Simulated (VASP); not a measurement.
Crystal: MgO.

```
CELL_PARAMETERS angstrom
0.00000 2.13515 2.13515
2.13515 0.00000 2.13515
2.13515 2.13515 0.00000
ATOMIC_POSITIONS crystal
Mg 0.00000 0.00000 0.00000
O 0.50000 0.50000 0.50000
```

Base run:

| Quantity | Value |
| --- | --- |
| Program | VASP 6.6.1 |
| Functional | revPBE |
| Potentials or basis | VASP PAW PBE potentials, release 64 (Mg, O) |
| Cutoff | 520 eV |
| k mesh | 10 × 10 × 10 |
| Occupations | gaussian, width 0.05 eV |
| Spin | no spin polarisation |

Its results: band gap on the k mesh 4.42 eV, direct; pressure 1.0 GPa.

Q: The run is repeated on the same cell with these changes: functional from revPBE to PBE. What comes out?

A: Band gap on the k mesh 4.34 eV, direct; pressure -2.4 GPa.

PBE binds more tightly than revPBE, so the same cell stands under less pressure.

Caveats: the PAW data sets were made with another functional, which shifts forces and pressure a little (some runs).

